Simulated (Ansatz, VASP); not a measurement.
# AlGaN2 in VASP and in Ansatz

```
CELL_PARAMETERS angstrom
3.07315 0.00000 0.00000
0.00000 3.07315 0.00000
0.00000 0.00000 4.32475
ATOMIC_POSITIONS crystal
Al 0.50000 0.50000 0.50000
Ga 0.00000 0.00000 0.00000
N 0.50000 0.00000 0.74000
N 0.00000 0.50000 0.26000
```

Alike in both runs: functional LDA; k mesh 8 × 8 × 6; occupations gaussian, width 0.05 eV; no spin polarisation.

Ansatz relaxed the structure, and its values are those at the end. VASP's run is a single point on that final structure, the one shown.

```csv
,VASP,Ansatz
version,VASP 6.6.1,Ansatz 0.2.0
potentials or method,"VASP PAW LDA potentials, release 64 (Al, Ga_d, N_h), cutoff 1330 eV","scalar-relativistic, plane waves, PAW"
valence electrons in the cell,26,26
```

```tsv
	VASP	Ansatz	Ansatz less VASP
gap on the k mesh at the Fermi level (eV)	3.26	3.27	+0.014
least direct gap on the mesh (eV)	3.38	3.37	-0.011
pressure (GPa)	10.1	9.2	-0.95
rms of the force components (eV/Å)	0.017	0.003	-0.0137
```

Ansatz warns that its potentials were made for another functional, while VASP's fit it. LDA's correlation is that of Perdew and Zunger in VASP and of Perdew and Wang (1992) in Ansatz. Ansatz's warnings: stress scf threshold loose.
